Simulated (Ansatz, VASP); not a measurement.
## Two plane-wave programs on MgScF3

```
CELL_PARAMETERS angstrom
4.00611 0.00000 0.00000
0.00000 4.00611 0.00000
0.00000 0.00000 4.00611
ATOMIC_POSITIONS crystal
Sc 0.50000 0.50000 0.50000
Mg 0.00000 0.00000 0.00000
F 0.50000 0.00000 0.00000
F 0.00000 0.50000 0.00000
F 0.00000 0.00000 0.50000
```

Alike in both runs: functional r2SCAN; k mesh 5 × 5 × 5; no spin polarisation; Hubbard terms Sc d U = 3.0 eV.

Ansatz relaxed the structure, and its values are those at the end. VASP's run is a single point on that final structure, the one shown.

|  | VASP | Ansatz |
| --- | --- | --- |
| version | VASP 6.6.1 | Ansatz 0.2.0 |
| potentials or method | VASP PAW PBE potentials, release 64 (Sc_sv, Mg_sv, F), cutoff 750 eV | PAW plane waves |
| occupations | fermi-dirac, width 0.1 eV | fermi-dirac |
| valence electrons in the cell | 42 | 42 |

VASP gave:

```
gap on the k mesh at the Fermi level (eV) : none
pressure (GPa)                            : -0.4
```

Task: Which values does Ansatz return?

Result: gap on the k mesh at the Fermi level (eV): none; pressure (GPa): 0.0.

VASP's potentials were made for PBE, not for r2SCAN. The programs project onto different local orbitals, so the same U acts differently, and such runs can settle in different states. A gap of «none» marks a metal or a gap that the smearing closes. Ansatz's warnings: end state compared, filled band counts differ across k points.
